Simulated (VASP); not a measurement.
Wanted: the native input for a VASP 6.6.1 run.

```yaml
Task: single point
Functional: PBE
Potentials_or_basis: VASP PAW PBE potentials, release 64 (Mg_sv, O)
Cutoff: 840 eV
k_mesh: 10 × 10 × 10
Occupations: gaussian, width 0.02 eV
Spin: no spin polarisation
Dipole_correction: no
Further_INCAR_settings: ALGO = Normal; EDIFF = 1e-06; NBANDS = 15
```

The structure of MgO lies in POSCAR:

```
MgO
1.0
    0.0000000000      2.0677287798      2.0677287798
    2.0677287798      0.0000000000      2.0677287798
    2.0677287798      2.0677287798      0.0000000000
Mg O
1 1
Direct
    0.0000000000      0.0000000000      0.0000000000
    0.5000000000      0.5000000000      0.5000000000
```

The input as run:

INCAR

```
PREC     = Accurate       # precision mode
ENCUT    = 840            # plane-wave cutoff, eV
EDIFF    = 1E-6           # SCF threshold, eV
ISMEAR   = 0              # smearing method
SIGMA    = 0.02           # smearing width, eV
LREAL    = False          # projectors in reciprocal space
LASPH    = True           # aspherical terms in the spheres
NELM     = 120            # most SCF steps
ALGO     = Normal         # electronic algorithm
ISIF     = 2              # what is computed and relaxed
LWAVE    = False          # write WAVECAR
LCHARG   = False          # write CHGCAR
GGA      = PE             # functional
NBANDS   = 15             # bands
GGA_COMPAT= False
```

KPOINTS

```
Automatic mesh
0
Gamma
  10 10 10
```

Potentials or basis: VASP PAW PBE potentials, release 64 (Mg_sv, O).

Launch:

```console
$ cat potpaw_PBE.64/Mg_sv/POTCAR potpaw_PBE.64/O/POTCAR > POTCAR
$ mpirun -np 1 vasp_std > vasp.out
```

It gave:

The pressure is 15.2 GPa. The band gap on the k mesh is 5.29 eV.

Caveat: the cell stands under pressure.

Wall time 18 s on 1 thread of AMD EPYC 7R13 Processor (Zen 3), with other jobs on the host, peak memory 0.13 GiB.
